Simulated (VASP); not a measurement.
# SnO2 (P4_2/mnm) in VASP: further runs, part 2 of 2

VASP 6.6.1. Earlier steps stand in the parts before.

## 3. Single point, r2SCAN

POSCAR reads:

```
SnO2
1.0
    4.7380000000      0.0000000000      0.0000000000
    0.0000000000      4.7380000000      0.0000000000
    0.0000000000      0.0000000000      3.1865000000
Sn O
2 4
Direct
    0.5000000000      0.5000000000      0.5000000000
    0.0000000000      0.0000000000      0.0000000000
    0.8071000000      0.1929000000      0.5000000000
    0.6929000000      0.6929000000      0.0000000000
    0.1929000000      0.8071000000      0.5000000000
    0.3071000000      0.3071000000      0.0000000000
```

INCAR.step1 reads:

```
  PREC = Accurate
  ENCUT = 520
  ISMEAR = -1
  SIGMA = 0.05
  LREAL = False
  LASPH = True
  NELM = 80
  NBANDS = 35
  GGA = PE
  ALGO = Normal
  EDIFF = 1E-4
  LWAVE = True
  LCHARG = False
```

INCAR.step2 reads:

```
  PREC = Accurate
  ENCUT = 520
  EDIFF = 1E-6
  ISMEAR = -1
  SIGMA = 0.05
  LREAL = False
  LASPH = True
  NELM = 80
  ALGO = Normal
  ISIF = 2
  LWAVE = False
  LCHARG = True
  METAGGA = R2SCAN
  LMIXTAU = True
  LELF = True
  LVHAR = True
  NBANDS = 35
  ISTART = 1
```

KPOINTS reads:

```
Automatic mesh
0
Gamma
  6 6 8
```

Potentials or basis: VASP PAW PBE potentials, release 64 (Sn_d, O).

Started as:

```
$ cat potpaw_PBE.64/Sn_d/POTCAR potpaw_PBE.64/O/POTCAR > POTCAR
$ cp INCAR.step1 INCAR
$ mpirun -np 1 vasp_std > vasp.out
$ cp INCAR.step2 INCAR
$ mpirun -np 1 vasp_std > vasp.out
```

OUTCAR:

```text
PREC = Accurate
   ENCUT = 520
   EDIFF = 1E-6
   ISMEAR = -1
   LREAL = False
   LASPH = True
   NELM = 80
   ISIF = 2
   METAGGA = R2SCAN
   ISTART = 1

 ion  position               nearest neighbor table
   1  0.500  0.500  0.500-   4 2.05   6 2.05   4 2.05   6 2.05   5 2.06   3 2.06   2 3.71   2 3.71
                             2 3.71   2 3.71   2 3.71   2 3.71   2 3.71   2 3.71
   2  0.000  0.000  0.000-   3 2.05   5 2.05   3 2.05   5 2.05   4 2.06   6 2.06   1 3.71   1 3.71
                             1 3.71   1 3.71   1 3.71   1 3.71   1 3.71   1 3.71
   3  0.807  0.193  0.500-   2 2.05   2 2.05   1 2.06
   4  0.693  0.693  0.000-   1 2.05   1 2.05   2 2.06
   5  0.193  0.807  0.500-   2 2.05   2 2.05   1 2.06
   6  0.307  0.307  0.000-   1 2.05   1 2.05   2 2.06

  LATTYP: Found a simple tetragonal cell.
 ALAT       =     4.7380000000
 C/A-ratio  =     0.6725411566

  Lattice vectors:

 A1 = (   4.7380000000,   0.0000000000,   0.0000000000)
 A2 = (   0.0000000000,   4.7380000000,   0.0000000000)
 A3 = (   0.0000000000,   0.0000000000,   3.1865000000)

Analysis of symmetry for initial positions (statically):
=====================================================================
 Subroutine PRICEL returns:
 Original cell was already a primitive cell.

 Routine SETGRP: Setting up the symmetry group for a
 simple tetragonal supercell.

 Subroutine GETGRP returns: Found 16 space group operations
 (whereof  8 operations were pure point group operations)
 out of a pool of 16 trial point group operations.

The static configuration has the point symmetry D_2h.
 The point group associated with its full space group is D_4h.

Analysis of symmetry for dynamics (positions and initial velocities):
=====================================================================
 Subroutine PRICEL returns:
 Original cell was already a primitive cell.

 Routine SETGRP: Setting up the symmetry group for a
 simple tetragonal supercell.

 Subroutine GETGRP returns: Found 16 space group operations
 (whereof  8 operations were pure point group operations)
 out of a pool of 16 trial point group operations.

The dynamic configuration has the point symmetry D_2h.
 The point group associated with its full space group is D_4h.

 Subroutine INISYM returns: Found 16 space group operations
 (whereof  8 operations are pure point group operations),
 and found     1 'primitive' translations

----------------------------------------------------------------------------------------

                                     Primitive cell

  volume of cell :      71.5326

  direct lattice vectors                    reciprocal lattice vectors
     4.738000000  0.000000000  0.000000000     0.211059519  0.000000000  0.000000000
     0.000000000  4.738000000  0.000000000     0.000000000  0.211059519  0.000000000
     0.000000000  0.000000000  3.186500000     0.000000000  0.000000000  0.313823945

  length of vectors
     4.738000000  4.738000000  3.186500000     0.211059519  0.211059519  0.313823945

  position of ions in fractional coordinates (direct lattice)
     0.500000000  0.500000000  0.500000000
     0.000000000  0.000000000  0.000000000
     0.807100000  0.192900000  0.500000000
     0.692900000  0.692900000  0.000000000
[... 41 lines left out ...]
  0.166667  0.000000  0.000000      4.000000
  0.333333  0.000000  0.000000      4.000000
  0.500000  0.000000  0.000000      2.000000
  0.166667  0.166667  0.000000      4.000000
  0.333333  0.166667  0.000000      8.000000
[... 16 lines left out ...]
  0.333333  0.000000  0.250000      8.000000
  0.500000  0.000000  0.250000      4.000000
 [... further k-points ...]
   k-points           NKPTS =     50   k-points in BZ     NKDIM =     50   number of bands    NBANDS=     35
   number of dos      NEDOS =    301   number of ions     NIONS =      6
   total plane-waves  NPLWV =  31104
   dimension x,y,z NGX =    36 NGY =   36 NGZ =   24
   dimension x,y,z NGXF=    72 NGYF=   72 NGZF=   48
   ions per type =               2   4
   NGX,Y,Z   is equivalent  to a cutoff of  12.63, 12.63, 12.52 a.u.
   NGXF,Y,Z  is equivalent  to a cutoff of  25.26, 25.26, 25.04 a.u.
 SYSTEM =  unknown system
   PREC   = accura    normal or accurate (medium, high low for compatibility)
   ISTART =      1    job   : 0-new  1-cont  2-samecut
   ICHARG =      0    charge: 1-file 2-atom 10-const
   ISPIN  =      1    spin polarized calculation?
   LNONCOLLINEAR =      F non collinear calculations
   LSORBIT =      F    spin-orbit coupling
   LASPH  =      T    aspherical Exc in radial PAW
   ENCUT  =  520.0 eV  38.22 Ry    6.18 a.u.   8.81  8.81  5.92*2*pi/ulx,y,z
   NELM   =     80;   NELMIN=  2; NELMDL=  0     # of ELM steps
   EDIFF  = 0.1E-05   stopping-criterion for ELM
   LREAL  =      F    real-space projection
   EDIFFG = 0.1E-04   stopping-criterion for IOM
   NSW    =      0    number of steps for IOM
   IBRION =     -1    ionic relax: 0-MD 1-quasi-New 2-CG
   NFREE  =      0    steps in history (QN), initial steepest desc. (CG)
   ISIF   =      2    stress and relaxation
   ISYM   =      2    0-nonsym 1-usesym 2-fastsym
   POTIM  = 0.5000    time-step for ionic-motion
   TEBEG  =    0.0;   TEEND  =   0.0 temperature during run
   PSTRESS=    0.0 pullay stress
   NELECT =      52.0000    total number of electrons
   NUPDOWN=      -1.0000    fix difference up-down
   EMIN   =  10.00;   EMAX   =-10.00  energy-range for DOS
   EFERMI =   0.00;   METHOD = LEGACY
   ISMEAR =    -1;   SIGMA  =   0.05  broadening in eV -4-tet -1-fermi 0-gaus
   EFERMI_NEDOS =   21; number of points for ismear=-14 and -15
   IALGO  =     38    algorithm
   IMIX   =      4    mixing-type and parameters
     AMIX     =   0.40;   BMIX     =  1.00
     AMIX_MAG =   1.60;   BMIX_MAG =  1.00
  volume/ion in A,a.u.               =      11.92        80.45
  Fermi-wavevector in a.u.,A,eV,Ry     =   1.472000  2.781677 29.480903  2.166785
  Thomas-Fermi vector in A             =   2.587068
   LORBIT       =      0    0 simple, 1 ext, 2 COOP (PROOUT), +10 PAW based schemes
   METAGGA = R2SCAN    functional components
   LHFCALC =     F    Hartree Fock is set to
   AEXX    =    0.0000 exact exchange contribution
   IVDW    =     0    specifies the selected vdW correction
   LEPSILON=     F    determine dielectric tensor
   LRPA    =     F    only Hartree local field effects (RPA)
 non-spin polarized calculation
  energy-cutoff  :      520.00
  volume of cell :       71.53
 maximum number of plane-waves:      1992
 NGX is ok and might be reduce to    36
   NGX = 17   NGY = 17   NGZ = 11

 number of electron      51.9999993 magnetization

 Free energy of the ion-electron system (eV)
  ---------------------------------------------------
  ext. energy  EPLUGINS =         0.00000000
  ---------------------------------------------------
  free energy    TOTEN  =       -84.60584888 eV

  energy without entropy =      -84.60584888  energy(sigma->0) =      -84.60584888

 E-fermi :   6.7478     XC(G=0): -12.0461

 val. band max:        5.7121349454   @ k =   0.0000   0.0000   0.0000
 cond. band min:       7.6983342243   @ k =   0.0000   0.0000   0.0000
 fundamental gap:      1.9861992789
 Fermi energy:         6.7478341616

 k-point     1 :       0.0000    0.0000    0.0000
  band No.  band energies     occupation
      1     -16.0433      2.00000
      2     -15.1307      2.00000
      3     -14.7678      2.00000
      4     -14.7678      2.00000
      5     -14.7383      2.00000
      6     -14.6943      2.00000
[... 901 lines left out ...]
     34      19.0669      0.00000
     35      19.4005      0.00000

 [... further k-points ...]

------------------------ aborting loop because EDIFF is reached ----------------------------------------

  FORCE on cell =-STRESS in cart. coord.  units (eV):
  Direction    XX          YY          ZZ          XY          YZ          ZX
  --------------------------------------------------------------------------------------
  -------------------------------------------------------------------------------------
  Total        1.7369599      1.7369599      2.5546496     -0.0000000      0.0000000      0.0000000
  in kB       38.9041870     38.9041870     57.2186879     -0.0000000      0.0000000      0.0000000
  external PRESSURE =      45.0090206 kB  Pullay stress =       0.0000000 kB

 VOLUME and BASIS-vectors are now :
 -----------------------------------------------------------------------------
  energy-cutoff  :      520.00
  volume of cell :       71.53
      direct lattice vectors                 reciprocal lattice vectors
     4.738000000  0.000000000  0.000000000     0.211059519  0.000000000  0.000000000
     0.000000000  4.738000000  0.000000000     0.000000000  0.211059519  0.000000000
     0.000000000  0.000000000  3.186500000     0.000000000  0.000000000  0.313823945

 POSITION                                       TOTAL-FORCE (eV/Angst)
 -----------------------------------------------------------------------------------
      2.36900      2.36900      1.59325        -0.000000      0.000000      0.000000
      0.00000      0.00000      0.00000        -0.000000      0.000000      0.000000
      3.82404      0.91396      1.59325        -0.195801      0.195801      0.000000
      3.28296      3.28296      0.00000         0.195801      0.195801      0.000000
      0.91396      3.82404      1.59325         0.195801     -0.195801      0.000000
      1.45504      1.45504      0.00000        -0.195801     -0.195801     -0.000000
 -----------------------------------------------------------------------------------
    total drift:                               -0.000000      0.000000      0.000000

  FREE ENERGIE OF THE ION-ELECTRON SYSTEM (eV)
  ---------------------------------------------------
  free  energy   TOTEN  =       -84.6058488809 eV

  energy  without entropy=      -84.6058488809  energy(sigma->0) =      -84.60584888
```

Wall time 6.6 min (1 thread of Intel Xeon 8259CL, shared host); peak memory 0.24 GiB.

Results:

| Item | Value |
| --- | --- |
| Free energy | -84.6058 eV |
| Pressure | 4.5 GPa |
| Largest force | 0.277 eV/Å |
| Band gap on the k mesh | 1.99 eV |

Forces on the atoms (eV/Å):
```
Sn   0.000  0.000  0.000
Sn   0.000  0.000  0.000
O   -0.196  0.196  0.000
O    0.196  0.196  0.000
O    0.196 -0.196  0.000
O   -0.196 -0.196  0.000
```

Levels at points of the mesh, in eV from the valence-band top:
| k point | band 24 | band 25 | band 26 | band 27 | band 28 | band 29 |
| --- | --- | --- | --- | --- | --- | --- |
| (0.00, 0.00, 0.00) | -0.78 | -0.78 | 0.00 | 1.99 | 6.91 | 7.15 |
| (0.50, 0.00, 0.00) | -1.16 | -0.64 | -0.64 | 5.17 | 5.17 | 7.88 |
| (0.50, 0.50, 0.00) | -1.28 | -0.93 | -0.93 | 5.58 | 5.58 | 8.32 |
| (0.00, 0.00, 0.50) | -1.70 | -1.29 | -1.29 | 7.08 | 7.08 | 10.65 |
| (0.50, 0.00, 0.50) | -1.13 | -0.66 | -0.66 | 7.36 | 7.36 | 8.98 |
| (0.50, 0.50, 0.50) | -0.98 | -0.87 | -0.87 | 5.75 | 5.75 | 9.69 |

Caveat: the cell stands under pressure; the PAW data sets were made with another functional, which shifts forces and pressure a little; spin-orbit coupling is left out, which moves the levels of the heavy elements.

## 4. Single point, b88 exchange, pbe correlation

INCAR reads:

```
PREC     = Accurate       # precision mode
ENCUT    = 600            # plane-wave cutoff, eV
EDIFF    = 1E-6           # SCF threshold, eV
ISMEAR   = -1             # smearing method
SIGMA    = 0.05           # smearing width, eV
LREAL    = F              # projectors in reciprocal space
LASPH    = T              # aspherical terms in the spheres
NELM     = 120            # most SCF steps
ALGO     = Normal         # electronic algorithm
ISIF     = 2              # what is computed and relaxed
LWAVE    = F              # write WAVECAR
LCHARG   = F              # write CHGCAR
GGA      = LIBXC          # functional
LIBXC1   = GGA_X_B88    
LIBXC2   = GGA_C_PBE    
NBANDS   = 35             # bands
GGA_COMPAT= F
```

KPOINTS reads:

```
regular mesh
0
Gamma
  6 6 8
```

POSCAR is that of step 3.

Started as:

```
$ cat potpaw_PBE.64/Sn_d/POTCAR potpaw_PBE.64/O/POTCAR > POTCAR
$ mpirun -np 1 vasp_std > vasp.out
```

Wall time 75 s (1 thread of Intel Xeon 6975P-C (Granite Rapids), shared host); peak memory 0.26 GiB.

Results (log left out):

| Quantity | Value |
| --- | --- |
| Free energy | -36.3017 eV |
| Pressure | 11.1 GPa |
| Largest force | 0.289 eV/Å |
| Band gap on the k mesh | 1.27 eV |

Forces in eV/Å, atoms in the order of the input:
```
Sn   0.000  0.000  0.000
Sn   0.000  0.000  0.000
O   -0.204  0.204  0.000
O    0.204  0.204  0.000
O    0.204 -0.204  0.000
O   -0.204 -0.204  0.000
```

Stress tensor (GPa, compression positive):
```
10.10  0.00  0.00
 0.00 10.10  0.00
 0.00  0.00 13.17
```

Levels at points of the mesh, in eV from the valence-band top:
| k point | band 24 | band 25 | band 26 | band 27 | band 28 | band 29 |
| --- | --- | --- | --- | --- | --- | --- |
| (0.00, 0.00, 0.00) | -0.78 | -0.78 | 0.00 | 1.27 | 6.15 | 6.36 |
| (0.50, 0.00, 0.00) | -1.18 | -0.64 | -0.64 | 4.44 | 4.44 | 7.10 |
| (0.50, 0.50, 0.00) | -1.30 | -0.90 | -0.90 | 4.83 | 4.83 | 7.54 |
| (0.00, 0.00, 0.50) | -1.65 | -1.26 | -1.26 | 6.22 | 6.22 | 9.80 |
| (0.50, 0.00, 0.50) | -1.10 | -0.69 | -0.69 | 6.50 | 6.50 | 8.08 |
| (0.50, 0.50, 0.50) | -0.97 | -0.84 | -0.84 | 4.92 | 4.92 | 8.91 |

Caveat: the cell stands under pressure; the PAW data sets were made with another functional, which shifts forces and pressure a little; spin-orbit coupling is left out, which moves the levels of the heavy elements.

## 5. Single point, PBEsol (11.21 Å³/atom)

This run uses another cell than the first one, of 11.21 Å³/atom.

INCAR reads:

```
SYSTEM = SnO2
PREC = Accurate ; ENCUT = 520
EDIFF = 1E-7 ; ISMEAR = -1
SIGMA = 0.05 ; LREAL = .False.
LASPH = .True. ; NELM = 80
ALGO = Normal ; ISIF = 2
LWAVE = .False. ; LCHARG = .False.
GGA = PS ; NBANDS = 35
```

KPOINTS reads:

```
regular mesh
0
Gamma
  6 6 8
  0 0 0
```

POSCAR: that of step 4 with these lines changed.

```diff
@@ -2,5 +2,5 @@
 1.0
-    4.7380000000      0.0000000000      0.0000000000
-    0.0000000000      4.7380000000      0.0000000000
-    0.0000000000      0.0000000000      3.1865000000
+    4.6412789831      0.0000000000      0.0000000000
+    0.0000000000      4.6412789831      0.0000000000
+    0.0000000000      0.0000000000      3.1214511354
 Sn O
```

Started as:

```
$ cat potpaw_PBE.64/Sn_d/POTCAR potpaw_PBE.64/O/POTCAR > POTCAR
$ mpirun -np 1 vasp_std > vasp.out
```

It took 54 s on 1 thread of AMD EPYC 9R45 (Zen 5), shared host; peak memory 0.2 GiB.

It converged, with:

* Free energy: -39.2817 eV
* Pressure: 21.4 GPa
* Largest force: 0.511 eV/Å
* Band gap on the k mesh: 1.92 eV

Forces in eV/Å, atoms in the order of the input:
```
Sn   0.000  0.000  0.000
Sn   0.000  0.000  0.000
O   -0.361  0.361  0.000
O    0.361  0.361  0.000
O    0.361 -0.361  0.000
O   -0.361 -0.361  0.000
```

Stress tensor (GPa, compression positive):
```
19.02  0.00  0.00
 0.00 19.02  0.00
 0.00  0.00 26.29
```

Levels at points of the mesh, in eV from the valence-band top:
```csv
k point,band 23,band 24,band 25,band 26,band 27,band 28,band 29,band 30
"(0.00, 0.00, 0.00)",-1.19,-0.85,-0.85,0.00,1.92,6.52,6.52,6.60
"(0.50, 0.00, 0.00)",-1.17,-1.17,-0.69,-0.69,5.05,5.05,7.28,7.28
"(0.50, 0.50, 0.00)",-1.28,-1.28,-0.98,-0.98,5.47,5.47,7.84,7.84
"(0.00, 0.00, 0.50)",-1.86,-1.86,-1.37,-1.37,6.92,6.92,10.03,10.03
"(0.50, 0.00, 0.50)",-1.24,-1.24,-0.63,-0.63,7.22,7.22,8.43,8.43
"(0.50, 0.50, 0.50)",-1.05,-1.05,-0.92,-0.92,5.48,5.48,9.00,9.00
```

Caveat: the stress differs along the axes, from 19 to 26 GPa; the PAW data sets were made with another functional, which shifts forces and pressure a little; spin-orbit coupling is left out, which moves the levels of the heavy elements.

## 6. Summary

| level | cell | cutoff (eV) | gap on the mesh (eV) | pressure (GPa) | largest force (eV/Å) |
| --- | --- | --- | --- | --- | --- |
| BLYP | a = 4.738, b = 4.738, c = 3.187 Å, 6 atoms | 520 | 1.36 | 17.9 | 0.38 |
| r2SCAN | a = 4.738, b = 4.738, c = 3.187 Å, 6 atoms | 520 | 1.99 | 4.5 | 0.28 |
| b88 exchange, pbe correlation | a = 4.738, b = 4.738, c = 3.187 Å, 6 atoms | 600 | 1.27 | 11.1 | 0.29 |
| PBEsol | a = 4.641, b = 4.641, c = 3.121 Å, 6 atoms | 520 | 1.92 | 21.4 | 0.51 |

Alike in all rows: task single point; potentials or basis VASP PAW PBE potentials, release 64 (Sn_d, O); no spin polarisation; k mesh 6 × 6 × 8; smearing fermi-dirac 0.05 eV.

On the cell as given the gap runs from 1.27 eV (b88 exchange, pbe correlation) to 1.99 eV (r2SCAN). The pressure there spans 4.5 GPa (r2SCAN) to 17.9 GPa (BLYP); a positive pressure means that this level wants a larger cell, a negative one a smaller.

Caveats: the PAW data sets were made with another functional, which shifts forces and pressure a little; spin-orbit coupling is left out, which moves the levels of the heavy elements; the cell stands under pressure (at least some runs); the stress differs along the axes, from 19 to 26 GPa (at least some runs).

Total energies depend on the potentials used, so only differences within one code and one set of settings carry meaning.
